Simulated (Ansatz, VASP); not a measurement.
Two plane-wave programs on AlIn2Sb3

```xyz
6
Lattice="4.5621 0.0000 0.0000 0.0000 4.5621 0.0000 0.0000 0.0000 10.2782" Properties=species:S:1:pos:R:3 pbc="T T T"
Al    2.2811    2.2811    5.9157
In    0.0000    0.0000    3.7510
In    2.2811    2.2811    9.9724
Sb    2.2811    0.0000    7.5575
Sb    0.0000    2.2811    7.5575
Sb    2.2811    2.2811    3.2844
```

Alike in both runs: functional PBE; k mesh 8 × 8 × 4; occupations gaussian, width 0.1 eV; no spin polarisation.

Ansatz relaxed the structure, and its values are those at the end. VASP's run is a single point on that final structure, the one shown.

|  | VASP | Ansatz |
| --- | --- | --- |
| version | VASP 6.6.1 | Ansatz 0.2.0 |
| potentials or method | VASP PAW PBE potentials, release 64 (Al, In_d, Sb), cutoff 520 eV | scalar-relativistic, plane waves, PAW |
| valence electrons in the cell | 44 | 74 |

|  | VASP | Ansatz | Ansatz less VASP |
| --- | --- | --- | --- |
| gap on the k mesh at the Fermi level (eV) | none | none | - |
| pressure (GPa) | 0.0 | 0.0 | -0.03 |
| rms of the force components (eV/Å) | 0.009 | 0.001 | -0.0083 |

A gap of «none» marks a metal or a gap that the smearing closes. VASP's potentials hold 44 valence electrons a cell and Ansatz's 74, so a difference there can come from the potentials and not from the codes.

Spin-orbit coupling is off throughout.
